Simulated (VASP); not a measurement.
A run of VASP 6.6.1:

File INCAR:

```
SYSTEM = Se
PREC = Accurate
ENCUT = 500
EDIFF = 1E-6
ISMEAR = 0
SIGMA = 0.1
LREAL = .FALSE.
LASPH = .TRUE.
NELM = 120
ALGO = Normal
ISIF = 2
LWAVE = .FALSE.
LCHARG = .FALSE.
GGA = PE
NBANDS = 9
GGA_COMPAT = .FALSE.
```

Contents of KPOINTS:

```
Automatic mesh
0
G
  14 14 14
  0 0 0
```

The input POSCAR:

```
Se
1.0
    2.8233791874      0.0000000000      0.0000000000
    0.0000000000      2.8233791874      0.0000000000
    0.0000000000      0.0000000000      2.8233791874
Se
1
Direct
    0.0000000000      0.0000000000      0.0000000000
```

Potentials or basis: VASP PAW PBE potentials, release 64 (Se).

Command:

```bash
$ cat potpaw_PBE.64/Se/POTCAR > POTCAR
$ mpirun -np 1 vasp_std > vasp.out
```

Hardware: 1 thread of AMD EPYC 7R43 64-Core Processor (Zen 3), with other jobs on the host.

How long does it take, and how much memory?

Run time: 13 s on 1 thread of AMD EPYC 7R43 64-Core Processor (Zen 3), with other jobs on the host, peak memory 0.11 GiB. Counts: scf iterations 10, k points 120.
